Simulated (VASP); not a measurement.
Set up this calculation in VASP 6.6.1, as the native input.

```
Task                   : single point
Functional             : LDA
Potentials or basis    : VASP PAW LDA potentials, release 64 (Pt)
Cutoff                 : 520 eV
k mesh                 : 20 × 20 × 20
Occupations            : gaussian, width 0.15 eV
Spin                   : no spin polarisation
Dipole correction      : no
Further INCAR settings : ALGO = Fast; EDIFF = 1e-06; NBANDS = 11
```

The structure of Pt lies in POSCAR:

```
Pt
1.0
    0.0000000000      1.9468328700      1.9809024452
    1.7862191582      0.0000000000      1.9809024452
    1.7862191582      1.9468328700      0.0000000000
Pt
1
Direct
    0.0000000000      0.0000000000      0.0000000000
```

This cell differs from its parent crystal: normal strain along x -0.0825, normal strain along z +0.0175.

The input as run:

INCAR

```
SYSTEM = Pt
ALGO = Fast
EDIFF = 1E-6
ENCUT = 520
GGA = CA
ISIF = 2
ISMEAR = 0
LASPH = .TRUE.
LCHARG = .FALSE.
LREAL = .FALSE.
LWAVE = .FALSE.
NBANDS = 11
NELM = 100
PREC = Accurate
SIGMA = 0.15
```

KPOINTS

```
k-points
0
G
  20 20 20
  0 0 0
```

Potentials or basis: VASP PAW LDA potentials, release 64 (Pt).

Run with:

```sh
$ cat potpaw_LDA.64/Pt/POTCAR > POTCAR
$ mpirun -np 1 vasp_std > vasp.out
```

It gave:

```
Pressure               : 27.5 GPa
Band gap on the k mesh : zero (band 5 reaches 14.07 eV, above the bottom of band 6 at 10.92 eV)
```

Caveat: the cell differs from its parent crystal (normal strain along x -0.0825, normal strain along z +0.0175); spin-orbit coupling is left out, which moves the levels of the heavy elements.

Run time: 2.8 min on 1 thread of Intel(R) Xeon(R) Platinum 8375C CPU @ 2.90GHz (Ice Lake), with other jobs on the host, peak memory 0.27 GiB.
